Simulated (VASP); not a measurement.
# NbAs: relaxation of cell and atoms with LDA

NbAs:

```
Nb As
1.0
    -1.72585    1.72585    5.84000
     1.72585   -1.72585    5.84000
     1.72585    1.72585   -5.84000
Nb As
2 2
Direct
  0.00000 0.00000 0.00000
  0.75000 0.25000 0.50000
  0.41600 0.41600 0.00000
  0.16600 0.66600 0.50000
```

- Program: VASP 6.6.1
- Task: relaxation of cell and atoms
- Functional: LDA
- Potentials or basis: VASP PAW LDA potentials, release 64 (Nb_sv, As)
- Cutoff: 600 eV
- k mesh: 9 × 9 × 9
- Occupations: fermi-dirac, width 0.1 eV
- Spin: no spin polarisation
- Dipole correction: no
- Further INCAR settings: ALGO = Normal; EDIFF = 1e-06; IBRION = 2; EDIFFG = -0.01; NSW = 80; ISIF = 3

```
Relaxed volume                        : 16.88 Å³/atom
Relaxed cell                          : a = 6.257 Å, b = 6.257 Å, c = 6.257 Å, α = 148.28°, β = 148.28°, γ = 45.47°
Space group after relaxing (to 0.1 Å) : I4_1md (No. 109)
Energy gained by relaxing             : 10.4 meV/atom
Ionic steps                           : 10
Pressure after relaxing               : 0.0 GPa
```

Step by step:
| step | energy change (eV) | largest force (eV/Å) | pressure (GPa) | volume (Å³) |
| --- | --- | --- | --- | --- |
| 1 | 0.0000 | 0.2737 | -5.17 | 69.58 |
| 2 | 0.0782 | 0.0378 | 11.21 | 64.07 |
| 3 | -0.0382 | 0.1813 | 0.15 | 67.51 |
| 4 | -0.0382 | 0.1791 | 0.27 | 67.47 |
| 5 | -0.0410 | 0.0042 | -0.01 | 67.55 |
| 6 | -0.0410 | 0.0010 | -0.01 | 67.55 |
| 7 | -0.0416 | 0.0014 | -0.09 | 67.55 |
| 8 | -0.0417 | 0.0035 | -0.13 | 67.55 |
| 9 | -0.0416 | 0.0003 | 0.21 | 67.43 |
| 10 | -0.0417 | 0.0017 | 0.01 | 67.50 |

Final structure:
```xyz
4
Lattice="-1.7101 1.7101 5.7710 1.7101 -1.7101 5.7710 1.7101 1.7101 -5.7710" Properties=species:S:1:pos:R:3 pbc="T T T"
Nb    0.0000    0.0000   11.5277
Nb    0.0000    1.7101    2.8713
As    0.0000    0.0000    4.8157
As    1.7101    0.0000    1.9302
```

Levels at points of the mesh, in eV from the Fermi level:
```tsv
k point	band 16	band 17	band 18	band 19	band 20	band 21
(0.00, 0.00, 0.00)	-1.74	-1.38	-1.38	0.73	1.33	2.57
```

Wall time 50 min on 1 thread of Oxide Virtual Turin-like Processor, on a shared host, peak memory 0.35 GiB.

LDA usually gives volumes a few per cent too small. Zero-point motion and thermal expansion aren't in these numbers.
